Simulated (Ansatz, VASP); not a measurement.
BeSn3 in VASP and in Ansatz

The input INCAR:

```
SYSTEM = BeSn3
PREC = Accurate
ENCUT = 600
EDIFF = 1E-7
ISMEAR = 0
SIGMA = 0.1
LREAL = .False.
LASPH = .True.
NELM = 80
ALGO = Fast
ISIF = 3
LWAVE = .False.
LCHARG = .False.
GGA = PE
IBRION = 2
NSW = 100
EDIFFG = -0.01
```

The input KPOINTS:

```
regular mesh
0
Gamma
  10 10 10
  0 0 0
```

File POSCAR:

```
BeSn3
1.0
    4.5550288807      0.0000000000      0.0000000000
    0.0000000000      4.5550288807      0.0000000000
    0.0000000000      0.0000000000      4.5550288807
Be Sn
1 3
Direct
    0.0000000000      0.0000000000      0.0000000000
    0.0000000000      0.5000000000      0.5000000000
    0.5000000000      0.0000000000      0.5000000000
    0.5000000000      0.5000000000      0.0000000000
```

Input for Ansatz:

```yaml
crystal:
  lattice:
    - [4.5550288807, 0.0, 0.0]
    - [0.0, 4.5550288807, 0.0]
    - [0.0, 0.0, 4.5550288807]
  atoms:
    - { symbol: Be, position: [0.0, 0.0, 0.0] }
    - { symbol: Sn, position: [0.0, 0.5, 0.5] }
    - { symbol: Sn, position: [0.5, 0.0, 0.5] }
    - { symbol: Sn, position: [0.5, 0.5, 0.0] }
basis:
  ecutwfc: 420
kpoints:
  mp_grid: { grid: [10, 10, 10] }
hamiltonian:
  xc: pbe
scf:
  occupations: { method: gaussian, width: 0.1 }
output:
  forces: true
  stress: true
  eigenvalues: true
relax:
  adjacent_minimum: "off"
  f_tol: 0.01
  max_steps: 80
  cell: { stress_tol: 0.05 }
```

Alike in both runs: task relaxation of cell and atoms; functional PBE; k mesh 10 × 10 × 10; occupations gaussian, width 0.1 eV; no spin polarisation.

|  | VASP | Ansatz |
| --- | --- | --- |
| version | VASP 6.6.1 | Ansatz 0.2.0 |
| potentials or method | VASP PAW PBE potentials, release 64 (Be, Sn_d), cutoff 600 eV | scalar-relativistic, plane waves, PAW |
| valence electrons in the cell | 44 | 44 |

Ansatz gave:

```
gap on the k mesh at the Fermi level, each at its own relaxed structure (eV) : none
relaxed volume (Å³/atom)                                                     : 23.82
relaxed length of the cell vector where the two differ most in proportion (Å)              : 4.567
```

Problem. Which values does VASP return?

Solution. gap on the k mesh at the Fermi level, each at its own relaxed structure (eV): none; relaxed volume (Å³/atom): 23.83; relaxed length of the cell vector where the two differ most in proportion (Å): 4.568.

A gap of «none» marks a metal or a gap that the smearing closes.
